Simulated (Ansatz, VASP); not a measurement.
## RbH2: VASP beside Ansatz

```
CELL_PARAMETERS angstrom
4.64501 -4.52998 0.00000
4.64501 4.52998 0.00000
0.00000 0.00000 5.11303
ATOMIC_POSITIONS crystal
Rb 0.00000 0.50000 0.50000
Rb 0.50000 0.00000 0.00000
H 0.95849 0.95849 0.25000
H 0.04151 0.04151 0.25000
H 0.04151 0.04151 0.75000
H 0.95849 0.95849 0.75000
```

Alike in both runs: functional PBE; k mesh 6 × 6 × 6; occupations gaussian, width 0.1 eV; no spin polarisation.

Ansatz relaxed the structure, and its values are those at the end. VASP's run is a single point on that final structure, the one shown.

|  | VASP | Ansatz |
| --- | --- | --- |
| version | VASP 6.6.1 | Ansatz 0.2.0 |
| potentials or method | VASP PAW PBE potentials, release 64 (Rb_sv, H), cutoff 520 eV | scalar-relativistic, plane waves, PAW |
| valence electrons in the cell | 22 | 22 |

|  | VASP | Ansatz | Ansatz less VASP |
| --- | --- | --- | --- |
| gap on the k mesh at the Fermi level (eV) | none | none | - |
| pressure (GPa) | 0.0 | 0.0 | +0.05 |

A gap of «none» marks a metal or a gap that the smearing closes. With one functional, cell and mesh, what is left measures potentials, basis and numerics.
